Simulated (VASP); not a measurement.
Input of a VASP 6.6.1 run:

INCAR

```
ALGO = Normal
EDIFF = 1E-6
ENCUT = 520
GGA = PE
ISIF = 2
ISMEAR = 0
ISPIN = 2
LASPH = True
LCHARG = False
LMAXMIX = 4
LORBIT = 11
LREAL = False
LWAVE = False
MAGMOM = 1 1 0 0 0 0
NBANDS = 37
NELM = 150
PREC = Accurate
SIGMA = 0.1
```

File KPOINTS:

```
k-points
0
Gamma
  6 6 4
```

The input POSCAR:

```
TiO2
1.0
    3.4906288206      0.0000000000      0.0000000000
    0.0000000000      3.4906288206      0.0000000000
    0.0000000000      0.0000000000      5.0979471163
Ti O
2 4
Direct
    0.5000000000      0.5000000000      0.5000000000
    0.0000000000      0.0000000000      0.0000000000
    0.0000000000      0.5000000000      0.6932521158
    0.5000000000      0.0000000000      0.8067478842
    0.5000000000      0.0000000000      0.3067478842
    0.0000000000      0.5000000000      0.1932521158
```

Potentials or basis: VASP PAW PBE potentials, release 64 (Ti_sv, O).

Run with:

```console
$ cat potpaw_PBE.64/Ti_sv/POTCAR potpaw_PBE.64/O/POTCAR > POTCAR
$ mpirun -np 1 vasp_std > vasp.out
```

(1) What does it give for the largest force?

(2) Estimate the pressure.

Answers

(1) 0.880 eV/Å.

(2) -15.2 GPa.

Caveat: the cell stands under tension.
